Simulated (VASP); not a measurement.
# Sn (I4/mmm) in VASP: further runs, part 2 of 2

VASP 6.6.1. The steps go on from the part before.

## (3) Single point, PBE+D3(BJ) (strain -0.0750 x Voigt [0, 0, 1, 0, 0, 0])

File INCAR:

```
SYSTEM = Sn
PREC = Accurate
ENCUT = 520
EDIFF = 1E-6
ISMEAR = 0
SIGMA = 0.15
LREAL = .False.
LASPH = .True.
NELM = 80
ALGO = Fast
ISIF = 2
LWAVE = .False.
LCHARG = .True.
GGA = PE
IVDW = 12
LELF = .True.
LVHAR = .True.
NBANDS = 13
```

File KPOINTS:

```
regular mesh
0
Gamma
  18 18 18
  0 0 0
```

File POSCAR:

```
Sn
1.0
   -1.8946518192      1.8946518192      1.7525529328
    1.8946518192     -1.8946518192      1.7525529328
    1.8946518192      1.8946518192     -1.7525529328
Sn
1
Direct
    0.0000000000      0.0000000000      0.0000000000
```

Potentials or basis: VASP PAW PBE potentials, release 64 (Sn_d).

Run with:

```
$ cat potpaw_PBE.64/Sn_d/POTCAR > POTCAR
$ mpirun -np 1 vasp_std > vasp.out
```

OUTCAR:

```text
SYSTEM = Sn
   PREC = Accurate
   ENCUT = 520
   EDIFF = 1E-6
   ISMEAR = 0
   LREAL = .False.
   LASPH = .True.
   NELM = 80
   ISIF = 2
   GGA = PE
   IVDW = 12
 IVDW          = 12

 ion  position               nearest neighbor table
   1  0.000  0.000  0.000-

  LATTYP: Found a body centered tetragonal cell.
 ALAT       =     3.7893036384
 C/A-ratio  =     0.9250000000

  Lattice vectors:

 A1 = (  -1.8946518192,   1.8946518192,   1.7525529328)
 A2 = (   1.8946518192,  -1.8946518192,   1.7525529328)
 A3 = (   1.8946518192,   1.8946518192,  -1.7525529328)

Analysis of symmetry for initial positions (statically):
=====================================================================
 Subroutine PRICEL returns:
 Original cell was already a primitive cell.

 Routine SETGRP: Setting up the symmetry group for a
 body centered tetragonal supercell.

 Subroutine GETGRP returns: Found 16 space group operations
 (whereof 16 operations were pure point group operations)
 out of a pool of 16 trial point group operations.

The static configuration has the point symmetry D_4h.

Analysis of symmetry for dynamics (positions and initial velocities):
=====================================================================
 Subroutine PRICEL returns:
 Original cell was already a primitive cell.

 Routine SETGRP: Setting up the symmetry group for a
 body centered tetragonal supercell.

 Subroutine GETGRP returns: Found 16 space group operations
 (whereof 16 operations were pure point group operations)
 out of a pool of 16 trial point group operations.

The dynamic configuration has the point symmetry D_4h.

 Subroutine INISYM returns: Found 16 space group operations
 (whereof 16 operations are pure point group operations),
 and found     1 'primitive' translations

----------------------------------------------------------------------------------------

                                     Primitive cell

  volume of cell :      25.1646

[... 114 lines left out ...]
   IVDW    =    12    specifies the selected vdW correction
   LEPSILON=     F    determine dielectric tensor
   LRPA    =     F    only Hartree local field effects (RPA)
 non-spin polarized calculation
 RMM-DIIS sequential band-by-band and
 Gauss-broadening in eV      SIGMA  =   0.15
  energy-cutoff  :      520.00
  volume of cell :       25.16
 maximum number of plane-waves:       697
   NGX = 11   NGY = 11   NGZ = 11

 number of electron      14.0000005 magnetization

 Free energy of the ion-electron system (eV)
  ---------------------------------------------------
  ext. energy  EPLUGINS =         0.00000000
  ---------------------------------------------------
  free energy    TOTEN  =        -3.74226274 eV

  energy without entropy =       -3.73605337  energy(sigma->0) =       -3.73915805

 E-fermi :   9.0863     XC(G=0): -10.7330

 val. band max:        9.0837327982   @ k =  -0.2778  -0.3333   0.2778
 cond. band min:       9.1024186895   @ k =  -0.2778  -0.3333   0.1667
 fundamental gap:      0.0186858913
 Fermi energy:         9.0862873591

 k-point     1 :       0.0000    0.0000    0.0000
  band No.  band energies     occupation
      1     -12.5739      2.00000
      2     -12.5428      2.00000
      3     -12.5428      2.00000
      4     -12.4144      2.00000
      5     -12.3622      2.00000
      6      -2.6132      2.00000
      7      17.4266      0.00000
      8      17.4266      0.00000
      9      18.2361      0.00000
     10      21.2084      0.00000
     11      21.2084      0.00000
     12      21.3026      0.00000
     13      22.1344      0.00000
[... 354 lines left out ...]
  band No.  band energies     occupation
      1     -12.5768      2.00000
      2     -12.5293      2.00000
      3     -12.4609      2.00000
      4     -12.4133      2.00000
      5     -12.3786      2.00000
      6      -1.6719      2.00000
      7      12.9788      0.00000
      8      14.4998      0.00000
      9      16.0158      0.00000
     10      18.7073      0.00000
     11      19.8241      0.00000
     12      21.9404      0.00000
     13      24.3526      0.00000

 [... further k-points ...]

------------------------ aborting loop because EDIFF is reached ----------------------------------------

 Edisp (eV)   -0.41587

 E8    (eV) :    -0.1994

  FORCE on cell =-STRESS in cart. coord.  units (eV):
  Direction    XX          YY          ZZ          XY          YZ          ZX
  --------------------------------------------------------------------------------------
  -------------------------------------------------------------------------------------
  Total       0.50238     0.50238     0.41131     0.00000     0.00000     0.00000
  in kB      31.98578    31.98578    26.18743     0.00000     0.00000     0.00000
  external pressure =       30.05 kB  Pullay stress =        0.00 kB

 VOLUME and BASIS-vectors are now :
 -----------------------------------------------------------------------------
  energy-cutoff  :      520.00
  volume of cell :       25.16
      direct lattice vectors                 reciprocal lattice vectors
    -1.894651819  1.894651819  1.752552933     0.000000000  0.263900731  0.285298088
     1.894651819 -1.894651819  1.752552933     0.263900731  0.000000000  0.285298088
     1.894651819  1.894651819 -1.752552933     0.263900731  0.263900731  0.000000000

 POSITION                                       TOTAL-FORCE (eV/Angst)
 -----------------------------------------------------------------------------------
      0.00000      0.00000      0.00000         0.000000     -0.000000      0.000000
 -----------------------------------------------------------------------------------
    total drift:                               -0.000000      0.000000      0.000000

  FREE ENERGIE OF THE ION-ELECTRON SYSTEM (eV)
  ---------------------------------------------------
  free  energy   TOTEN  =        -4.1581318575 eV

  energy  without entropy=       -4.1519224902  energy(sigma->0) =       -4.15502717
```

OSZICAR:

```text
N       E                     dE             d eps       ncg     rms          rms(c)
DAV:   1     0.802459856117E+02    0.80246E+02   -0.72009E+03 12819   0.166E+03
DAV:   2     0.171983114853E+01   -0.78526E+02   -0.76024E+02 13295   0.340E+02
DAV:   3    -0.364771852390E+01   -0.53675E+01   -0.53471E+01 14804   0.720E+01
DAV:   4    -0.375473906246E+01   -0.10702E+00   -0.10700E+00 14700   0.108E+01
DAV:   5    -0.375831527709E+01   -0.35762E-02   -0.35761E-02 16142   0.194E+00    0.154E+00
RMM:   6    -0.374654758234E+01    0.11768E-01   -0.93271E-03 15817   0.129E+00    0.880E-01
RMM:   7    -0.374236155416E+01    0.41860E-02   -0.76061E-03 15659   0.106E+00    0.108E-01
RMM:   8    -0.374222543759E+01    0.13612E-03   -0.75711E-04 17265   0.410E-01    0.296E-02
RMM:   9    -0.374226030097E+01   -0.34863E-04   -0.33175E-04 19552   0.167E-01    0.227E-02
RMM:  10    -0.374226153026E+01   -0.12293E-05   -0.44792E-05 16478   0.100E-01    0.648E-03
RMM:  11    -0.374226286862E+01   -0.13384E-05   -0.23637E-05 19858   0.485E-02    0.653E-03
RMM:  12    -0.374226273534E+01    0.13328E-06   -0.23952E-06 11367   0.183E-02
   1 F= -.41581319E+01 E0= -.41550272E+01  d E =-.620937E-02
```

stdout:

```text
POSCAR found type information on POSCAR Sn
 POSCAR found :  1 types and       1 ions
 scaLAPACK will be used
 LDA part: xc-table for (Slater+PW92), standard interpolation
 POSCAR, INCAR and KPOINTS ok, starting setup
 FFT: planning ... GRIDC
 FFT: planning ... GRID_SOFT
 FFT: planning ... GRID
 WAVECAR not read
 entering main loop
WARNING in EDDRMM: call to ZHEGV failed, returncode =   8  4     12
WARNING in EDDRMM: call to ZHEGV failed, returncode =   8  4     12
WARNING in EDDRMM: call to ZHEGV failed, returncode =   8  4     13
```

Run time: 2.5 min. Hardware: 1 thread of Intel Xeon 8259CL, shared host; peak memory 0.27 GiB.

What came out:

```yaml
Free_energy: -4.1581 eV
Pressure: 3.0 GPa
Band_gap_on_the_k_mesh: zero (bands 7 and 8 overlap by 10.97 eV)
Dispersion_energy_per_atom: -0.416 eV
```

Stress tensor (GPa, compression positive):
```
3.20 0.00 0.00
0.00 3.20 0.00
0.00 0.00 2.62
```

Caveat: the cell differs from its parent crystal (strain -0.0750 x Voigt [0, 0, 1, 0, 0, 0]); the cell stands under pressure; spin-orbit coupling is left out, which moves the levels of the heavy elements.

## (4) Single point, PBE+D3(BJ) (strain +0.1125 x Voigt [0, 0, 1, 0, 0, 0])

File INCAR:

```
SYSTEM = Sn
PREC = Accurate ; ENCUT = 520
EDIFF = 1E-7 ; ISMEAR = 0
SIGMA = 0.15 ; LREAL = .False.
LASPH = .True. ; NELM = 60
ALGO = Fast ; ISIF = 2
LWAVE = .False. ; LCHARG = .True.
GGA = PE ; IVDW = 12
LELF = .True. ; LVHAR = .True.
NBANDS = 13
```

File KPOINTS:

```
Automatic mesh
0
Gamma
  18 18 18
  0 0 0
```

File POSCAR:

```
Sn
1.0
   -1.8946518192      1.8946518192      2.1078001489
    1.8946518192     -1.8946518192      2.1078001489
    1.8946518192      1.8946518192     -2.1078001489
Sn
1
Direct
    0.0000000000      0.0000000000      0.0000000000
```

Run with:

```
$ cat potpaw_PBE.64/Sn_d/POTCAR > POTCAR
$ mpirun -np 1 vasp_std > vasp.out
```

Wall time 6.6 min (1 thread of Intel Xeon 8259CL, shared host); peak memory 0.3 GiB.

The run converged. Its results:

```
Free energy                : -4.1014 eV
Pressure                   : -5.1 GPa
Band gap on the k mesh     : zero (bands 7 and 8 overlap by 8.83 eV)
Dispersion energy per atom : -0.346 eV
```

Stress tensor (GPa, compression positive):
```
-5.31  0.00  0.00
 0.00 -5.31  0.00
 0.00  0.00 -4.72
```

Levels at points of the mesh, in eV from the Fermi level:
| k point | band 4 | band 5 | band 6 | band 7 | band 8 | band 9 | band 10 | band 11 |
| --- | --- | --- | --- | --- | --- | --- | --- | --- |
| (0.00, 0.00, 0.00) | -21.48 | -21.44 | -10.39 | 6.76 | 7.03 | 7.03 | 11.12 | 11.43 |
| (0.50, 0.00, 0.00) | -21.45 | -21.40 | -6.51 | -4.01 | 3.67 | 5.50 | 7.88 | 8.46 |
| (0.50, 0.50, 0.00) | -21.44 | -21.39 | -5.95 | -3.74 | 2.58 | 3.95 | 6.48 | 6.92 |
| (0.50, 0.50, 0.50) | -21.40 | -21.40 | -3.33 | -1.48 | 0.24 | 0.24 | 3.72 | 4.31 |

Caveat: the cell differs from its parent crystal (strain +0.1125 x Voigt [0, 0, 1, 0, 0, 0]); the cell stands under tension; spin-orbit coupling is left out, which moves the levels of the heavy elements.

## (5) Single point, PBE+D3(BJ) (strain +0.1500 x Voigt [0, 0, 1, 0, 0, 0])

File INCAR:

```
PREC = Accurate
ENCUT = 520
EDIFF = 1E-7
ISMEAR = 0
SIGMA = 0.15
LREAL = False
LASPH = True
NELM = 100
ALGO = Fast
ISIF = 2
LWAVE = False
LCHARG = False
GGA = PE
IVDW = 12
NBANDS = 13
```

File KPOINTS:

```
Automatic mesh
0
Gamma
  18 18 18
```

File POSCAR:

```
Sn
1.0
   -1.8946518192      1.8946518192      2.1788495921
    1.8946518192     -1.8946518192      2.1788495921
    1.8946518192      1.8946518192     -2.1788495921
Sn
1
Direct
    0.0000000000      0.0000000000      0.0000000000
```

Run with:

```
$ cat potpaw_PBE.64/Sn_d/POTCAR > POTCAR
$ mpirun -np 1 vasp_std > vasp.out
```

Wall time 6.6 min (1 thread of Intel Xeon 8259CL, shared host); peak memory 0.31 GiB.

The run converged. Its results:

```yaml
Free_energy: -4.0713 eV
Pressure: -4.4 GPa
Band_gap_on_the_k_mesh: zero (bands 7 and 8 overlap by 8.42 eV)
Dispersion_energy_per_atom: -0.338 eV
```

Stress tensor (GPa, compression positive):
```
-4.54  0.00  0.00
 0.00 -4.54  0.00
 0.00  0.00 -4.02
```

Levels at points of the mesh, in eV from the Fermi level:
```csv
k point,band 5,band 6,band 7,band 8,band 9,band 10
"(0.00, 0.00, 0.00)",-21.46,-10.19,6.47,6.73,6.73,10.88
"(0.50, 0.00, 0.00)",-21.42,-6.52,-3.89,3.70,5.44,7.86
"(0.50, 0.50, 0.00)",-21.41,-5.84,-3.54,2.34,3.55,6.11
"(0.50, 0.50, 0.50)",-21.42,-3.64,-1.71,0.44,0.44,3.78
```

Caveat: the cell differs from its parent crystal (strain +0.1500 x Voigt [0, 0, 1, 0, 0, 0]); the cell stands under tension; spin-orbit coupling is left out, which moves the levels of the heavy elements.

## (6) Overview

```tsv
cell	further INCAR settings	gap on the mesh (eV)	pressure (GPa)
a = 3.163 Å, angles 106.4, 106.4, 115.8°, 1 atom	ALGO = Fast; EDIFF = 1e-06; NBANDS = 13	none	6.1
a = 3.202 Å, angles 107.4, 107.4, 113.6°, 1 atom	ALGO = Fast; EDIFF = 1e-06; NBANDS = 13	none	3.0
a = 3.409 Å, angles 112.5, 112.5, 103.6°, 1 atom	ALGO = Fast; EDIFF = 1e-07; NBANDS = 13	none	-5.1
a = 3.454 Å, angles 113.5, 113.5, 101.8°, 1 atom	ALGO = Fast; EDIFF = 1e-07; NBANDS = 13	none	-4.4
```

Alike in all rows: task single point; level PBE+D3(BJ); potentials or basis VASP PAW PBE potentials, release 64 (Sn_d); no spin polarisation; k mesh 18 × 18 × 18; cutoff (eV) 520; smearing gaussian 0.15 eV.

Caveats: spin-orbit coupling is left out, which moves the levels of the heavy elements; the cell stands under pressure (at least some runs); the cell stands under tension (at least some runs).

Absolute energies hang on the potentials; compare differences alone.
